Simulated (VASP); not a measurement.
# Be (P6_3/mmc) in VASP: a series of runs

Runs on Be. Level: PBE. Tasks: single point.

Program: VASP 6.6.1. These are calculated values, not measurements. Logs are shortened: lines on timing, memory, paths and dates and some standing lists are left out, and cuts for length are marked.

## Step 1: The cell of the first run

The structure is hexagonal, space group P6_3/mmc (No. 194). Conventional cell: a = 2.263 Å, b = 2.263 Å, c = 3.567 Å, α = 90.00°, β = 90.00°, γ = 120.00°. Be (site symmetry -6m2) has 12 Be at 2.21 to 2.26 Å within 2.9 Å.

## Step 2: Single point, PBE

File INCAR:

```
SYSTEM = Be
PREC = Accurate
ENCUT = 520
EDIFF = 1E-7
ISMEAR = 0
SIGMA = 0.1
LREAL = .False.
LASPH = .True.
NELM = 100
ALGO = Normal
ISIF = 2
LWAVE = .False.
LCHARG = .False.
GGA = PE
NBANDS = 9
```

File KPOINTS:

```
regular mesh
0
Gamma
  21 21 12
  0 0 0
```

File POSCAR:

```
Be
1.0
    2.2626979148      0.0000000000      0.0000000000
   -1.1313489574      1.9595538753      0.0000000000
    0.0000000000      0.0000000000      3.5667393131
Be
2
Direct
    0.3333333333      0.6666666667      0.2500000000
    0.6666666667      0.3333333333      0.7500000000
```

Potentials or basis: VASP PAW PBE potentials, release 64 (Be).

Command:

```
cat potpaw_PBE.64/Be/POTCAR > POTCAR
mpirun -np 1 vasp_std > vasp.out
```

OUTCAR:

```text
SYSTEM = Be
   PREC = Accurate
   ENCUT = 520
   EDIFF = 1E-7
   ISMEAR = 0
   LREAL = .False.
   LASPH = .True.
   NELM = 100
   ISIF = 2
   GGA = PE

 ion  position               nearest neighbor table
   1  0.333  0.667  0.250-   2 2.21   2 2.21   2 2.21   2 2.21   2 2.21   2 2.21
   2  0.667  0.333  0.750-   1 2.21   1 2.21   1 2.21   1 2.21   1 2.21   1 2.21

  LATTYP: Found a hexagonal cell.
 ALAT       =     2.2626979148
 C/A-ratio  =     1.5763214744

  Lattice vectors:

 A1 = (   2.2626979148,   0.0000000000,   0.0000000000)
 A2 = (  -1.1313489574,   1.9595538753,   0.0000000000)
 A3 = (   0.0000000000,   0.0000000000,   3.5667393131)

Analysis of symmetry for initial positions (statically):
=====================================================================
 Subroutine PRICEL returns:
 Original cell was already a primitive cell.

 Routine SETGRP: Setting up the symmetry group for a
 hexagonal supercell.

 Subroutine GETGRP returns: Found 24 space group operations
 (whereof 12 operations were pure point group operations)
 out of a pool of 24 trial point group operations.

The static configuration has the point symmetry D_3d.
 The point group associated with its full space group is D_6h.

Analysis of symmetry for dynamics (positions and initial velocities):
=====================================================================
 Subroutine PRICEL returns:
 Original cell was already a primitive cell.

 Routine SETGRP: Setting up the symmetry group for a
 hexagonal supercell.

 Subroutine GETGRP returns: Found 24 space group operations
 (whereof 12 operations were pure point group operations)
 out of a pool of 24 trial point group operations.

The dynamic configuration has the point symmetry D_3d.
 The point group associated with its full space group is D_6h.

 Subroutine INISYM returns: Found 24 space group operations
 (whereof 12 operations are pure point group operations),
 and found     1 'primitive' translations

----------------------------------------------------------------------------------------

                                     Primitive cell

  volume of cell :      15.8145

  direct lattice vectors                    reciprocal lattice vectors
     2.262697915  0.000000000  0.000000000     0.441950290  0.255160119  0.000000000
    -1.131348957  1.959553875  0.000000000     0.000000000  0.510320238  0.000000000
     0.000000000  0.000000000  3.566739313     0.000000000  0.000000000  0.280368121

  length of vectors
     2.262697915  2.262697915  3.566739313     0.510320238  0.510320238  0.280368121

  position of ions in fractional coordinates (direct lattice)
     0.333333333  0.666666667  0.250000000
     0.666666667  0.333333333  0.750000000

  ion indices of the primitive-cell ions
   primitive index   ion index
                 1           1
                 2           2

----------------------------------------------------------------------------------------

 KPOINTS: regular mesh

Automatic generation of k-mesh.
 Grid dimensions read from file:
 generate k-points for:   21   21   12

 Generating k-lattice:

  Cartesian coordinates                     Fractional coordinates (reciprocal lattice)
     0.021045252  0.012150482  0.000000000     0.047619048  0.000000000  0.000000000
     0.000000000  0.024300964  0.000000000     0.000000000  0.047619048  0.000000000
     0.000000000  0.000000000  0.023364010     0.000000000  0.000000000  0.083333333

  Length of vectors
     0.024300964  0.024300964  0.023364010

  Shift w.r.t. Gamma in fractional coordinates (k-lattice)
     0.000000000  0.000000000  0.000000000

 Subroutine IBZKPT returns following result:
 ===========================================

 Found    336 irreducible k-points:

 Following reciprocal coordinates:
            Coordinates               Weight
  0.000000  0.000000  0.000000      1.000000
  0.047619 -0.000000  0.000000      6.000000
  0.095238 -0.000000  0.000000      6.000000
  0.142857 -0.000000  0.000000      6.000000
  0.190476 -0.000000  0.000000      6.000000
  0.238095 -0.000000  0.000000      6.000000
[... 16 lines left out ...]
  0.142857  0.095238  0.000000     12.000000
  0.190476  0.095238  0.000000     12.000000
 [... further k-points ...]
   k-points           NKPTS =    336   k-points in BZ     NKDIM =    336   number of bands    NBANDS=      9
   number of dos      NEDOS =    301   number of ions     NIONS =      2
   total plane-waves  NPLWV =   9072
   dimension x,y,z NGX =    18 NGY =   18 NGZ =   28
   dimension x,y,z NGXF=    36 NGYF=   36 NGZF=   56
   ions per type =               2
   NGX,Y,Z   is equivalent  to a cutoff of  13.23, 13.23, 13.05 a.u.
   NGXF,Y,Z  is equivalent  to a cutoff of  26.45, 26.45, 26.10 a.u.
 SYSTEM =  Be
   PREC   = accura    normal or accurate (medium, high low for compatibility)
   ISTART =      0    job   : 0-new  1-cont  2-samecut
   ICHARG =      2    charge: 1-file 2-atom 10-const
   ISPIN  =      1    spin polarized calculation?
   LNONCOLLINEAR =      F non collinear calculations
   LSORBIT =      F    spin-orbit coupling
   LASPH  =      T    aspherical Exc in radial PAW
   ENCUT  =  520.0 eV  38.22 Ry    6.18 a.u.   4.21  4.21  6.63*2*pi/ulx,y,z
   NELM   =    100;   NELMIN=  2; NELMDL= -5     # of ELM steps
   EDIFF  = 0.1E-06   stopping-criterion for ELM
   LREAL  =      F    real-space projection
   EDIFFG = 0.1E-05   stopping-criterion for IOM
   NSW    =      0    number of steps for IOM
   IBRION =     -1    ionic relax: 0-MD 1-quasi-New 2-CG
   NFREE  =      0    steps in history (QN), initial steepest desc. (CG)
   ISIF   =      2    stress and relaxation
   ISYM   =      2    0-nonsym 1-usesym 2-fastsym
   POTIM  = 0.5000    time-step for ionic-motion
   TEBEG  =    0.0;   TEEND  =   0.0 temperature during run
   PSTRESS=    0.0 pullay stress
   NELECT =       4.0000    total number of electrons
   NUPDOWN=      -1.0000    fix difference up-down
   EMIN   =  10.00;   EMAX   =-10.00  energy-range for DOS
   EFERMI =   0.00;   METHOD = LEGACY
   ISMEAR =     0;   SIGMA  =   0.10  broadening in eV -4-tet -1-fermi 0-gaus
   EFERMI_NEDOS =   21; number of points for ismear=-14 and -15
   IALGO  =     38    algorithm
   IMIX   =      4    mixing-type and parameters
     AMIX     =   0.40;   BMIX     =  1.00
     AMIX_MAG =   1.60;   BMIX_MAG =  1.00
  volume/ion in A,a.u.               =       7.91        53.36
  Fermi-wavevector in a.u.,A,eV,Ry     =   1.035324  1.956479 14.584038  1.071897
  Thomas-Fermi vector in A             =   2.169662
   LORBIT       =      0    0 simple, 1 ext, 2 COOP (PROOUT), +10 PAW based schemes
   GGA     = PE    functional components
   LHFCALC =     F    Hartree Fock is set to
   AEXX    =    0.0000 exact exchange contribution
   IVDW    =     0    specifies the selected vdW correction
   LEPSILON=     F    determine dielectric tensor
   LRPA    =     F    only Hartree local field effects (RPA)
 non-spin polarized calculation
 Gauss-broadening in eV      SIGMA  =   0.10
  energy-cutoff  :      520.00
  volume of cell :       15.81
 maximum number of plane-waves:       446
 NGX is ok and might be reduce to    18
   NGX =  9   NGY =  9   NGZ = 13

 number of electron       4.0000000 magnetization

 Free energy of the ion-electron system (eV)
  ---------------------------------------------------
  ext. energy  EPLUGINS =         0.00000000
  ---------------------------------------------------
  free energy    TOTEN  =        -7.53054732 eV

  energy without entropy =       -7.52900901  energy(sigma->0) =       -7.52977816

 E-fermi :   7.0658     XC(G=0): -10.6052

 val. band max:        7.0274135238   @ k =   0.2857   0.2381   0.0833
 cond. band min:       7.0679557697   @ k =   0.3333   0.2857   0.3333
 fundamental gap:      0.0405422459
 Fermi energy:         7.0658467380

 k-point     1 :       0.0000    0.0000    0.0000
  band No.  band energies     occupation
      1      -4.3267      2.00000
      2       2.5735      2.00000
      3       8.1169      0.00000
      4      23.0404      0.00000
      5      23.0404      0.00000
      6      25.8814      0.00000
      7      25.8814      0.00000
      8      27.9224      0.00000
      9      34.1431      0.00000

 k-point     2 :       0.0476   -0.0000    0.0000
  band No.  band energies     occupation
      1      -4.2614      2.00000
      2       2.6590      2.00000
      3       8.1366      0.00000
      4      22.4868      0.00000
      5      22.6139      0.00000
      6      25.8883      0.00000
      7      26.1160      0.00000
      8      27.8040      0.00000
      9      32.9601      0.00000

 k-point     3 :       0.0952   -0.0000    0.0000
  band No.  band energies     occupation
      1      -4.0656      2.00000
      2       2.9154      2.00000
      3       8.1928      0.00000
      4      21.0779      0.00000
      5      21.7015      0.00000
      6      25.8598      0.00000
      7      26.4226      0.00000
      8      27.4028      0.00000
      9      31.1716      0.00000

 k-point     4 :       0.1429   -0.0000    0.0000
  band No.  band energies     occupation
      1      -3.7390      2.00000
      2       3.3421      2.00000
      3       8.2738      0.00000
      4      19.2479      0.00000
      5      20.6804      0.00000
      6      25.7046      0.00000
      7      26.4299      0.00000
      8      26.5915      0.00000
      9      29.2777      0.00000

 k-point     5 :       0.1905   -0.0000    0.0000
  band No.  band energies     occupation
      1      -3.2814      2.00000
      2       3.9378      2.00000
      3       8.3498      0.00000
      4      17.3235      0.00000
      5      19.6961      0.00000
      6      25.1752      0.00000
      7      25.2499      0.00000
      8      26.1378      0.00000
      9      27.7217      0.00000

 k-point     6 :       0.2381   -0.0000    0.0000
  band No.  band energies     occupation
      1      -2.6934      2.00000
      2       4.7007      2.00000
      3       8.3497      0.00000
      4      15.5410      0.00000
      5      18.8079      0.00000
      6      23.4348      0.00000
      7      23.9172      0.00000
      8      25.6859      0.00000
      9      26.9757      0.00000
[... 169 lines left out ...]
 k-point    21 :       0.4762    0.0476    0.0000
  band No.  band energies     occupation
      1       2.0812      2.00000
      2       3.9417      2.00000
      3      10.7198      0.00000
      4      13.5622      0.00000
      5      13.7670      0.00000
      6      15.1824      0.00000
      7      18.1602      0.00000
      8      23.8458      0.00000
      9      27.0554      0.00000

 k-point    22 :       0.0952    0.0952    0.0000
  band No.  band energies     occupation
      1      -3.5427      2.00000
      2       3.5977      2.00000
      3       8.3232      0.00000
      4      18.8178      0.00000
      5      19.4522      0.00000
      6      25.7189      0.00000
      7      26.0527      0.00000
      8      26.1507      0.00000
      9      30.1016      0.00000

 k-point    23 :       0.1429    0.0952    0.0000
  band No.  band energies     occupation
      1      -3.0846      2.00000
      2       4.1927      2.00000
      3       8.4048      0.00000
      4      17.0377      0.00000
      5      18.4220      0.00000
      6      24.9367      0.00000
      7      25.1458      0.00000
      8      25.5153      0.00000
      9      29.4424      0.00000

 k-point    24 :       0.1905    0.0952    0.0000
  band No.  band energies     occupation
      1      -2.4954      2.00000
      2       4.9546      2.00000
      3       8.4318      0.00000
      4      15.2452      0.00000
      5      17.5287      0.00000
      6      23.3083      0.00000
      7      24.0324      0.00000
      8      25.0322      0.00000
      9      28.8294      0.00000

 [... further k-points ...]

------------------------ aborting loop because EDIFF is reached ----------------------------------------

  FORCE on cell =-STRESS in cart. coord.  units (eV):
  Direction    XX          YY          ZZ          XY          YZ          ZX
  --------------------------------------------------------------------------------------
  -------------------------------------------------------------------------------------
  Total        0.0131155      0.0131155      0.0171809      0.0000000     -0.0000000     -0.0000000
  in kB        1.3287375      1.3287375      1.7406091      0.0000000     -0.0000000     -0.0000000
  external PRESSURE =       1.4660280 kB  Pullay stress =       0.0000000 kB

 VOLUME and BASIS-vectors are now :
 -----------------------------------------------------------------------------
  energy-cutoff  :      520.00
  volume of cell :       15.81
      direct lattice vectors                 reciprocal lattice vectors
     2.262697915  0.000000000  0.000000000     0.441950290  0.255160119  0.000000000
    -1.131348957  1.959553875  0.000000000     0.000000000  0.510320238  0.000000000
     0.000000000  0.000000000  3.566739313     0.000000000  0.000000000  0.280368121

 POSITION                                       TOTAL-FORCE (eV/Angst)
 -----------------------------------------------------------------------------------
     -0.00000      1.30637      0.89168         0.000000     -0.000000      0.000000
      1.13135      0.65318      2.67505        -0.000000      0.000000      0.000000
 -----------------------------------------------------------------------------------
    total drift:                                0.000000     -0.000000      0.000000

  FREE ENERGIE OF THE ION-ELECTRON SYSTEM (eV)
  ---------------------------------------------------
  free  energy   TOTEN  =        -7.5305473227 eV

  energy  without entropy=       -7.5290090065  energy(sigma->0) =       -7.52977816
```

Run time: 15 s. Hardware: 1 thread of Intel Xeon 6975P-C (Granite Rapids), shared host; peak memory 0.15 GiB.

Results:

```yaml
Free_energy: -7.5305 eV
Pressure: 0.1 GPa
Band_gap_on_the_k_mesh: zero (bands 2 and 3 overlap by 2.09 eV)
```

## Step 3: Single point, PBE (8.14 Å³/atom)

This run uses another cell than the first one, of 8.14 Å³/atom.

File INCAR:

```
  PREC = Accurate
  ENCUT = 520
  EDIFF = 1E-6
  ISMEAR = 0
  SIGMA = 0.1
  LREAL = F
  LASPH = T
  NELM = 80
  ALGO = Fast
  ISIF = 2
  LWAVE = F
  LCHARG = F
  GGA = PE
  NBANDS = 9
```

File KPOINTS:

```
regular mesh
0
Gamma
  21 21 12
```

File POSCAR:

```
Be
1.0
    2.2861348830      0.0000000000      0.0000000000
   -1.1430674415      1.9798508852      0.0000000000
    0.0000000000      0.0000000000      3.5988027678
Be
2
Direct
    0.3333333333      0.6666666667      0.2500000000
    0.6666666667      0.3333333333      0.7500000000
```

Potentials or basis: VASP PAW PBE potentials, release 64 (Be).

Command:

```
cat potpaw_PBE.64/Be/POTCAR > POTCAR
mpirun -np 1 vasp_std > vasp.out
```

Run time: 15 s. Hardware: 1 thread of Intel Xeon 6975P-C (Granite Rapids), shared host; peak memory 0.15 GiB.

It converged, with:

```
Free energy            : -7.5257 eV
Pressure               : -3.3 GPa
Band gap on the k mesh : zero (bands 2 and 3 overlap by 2.06 eV)
```

Levels at points of the mesh, in eV from the Fermi level:
```tsv
k point	band 1	band 2	band 3	band 4	band 5
(0.00, 0.00, 0.00)	-11.23	-4.37	0.98	15.58	15.58
(0.00, 0.00, 0.50)	-9.09	-9.09	10.43	10.43	17.19
```

Caveat: the cell stands under tension.

[end of part 1 of 2]
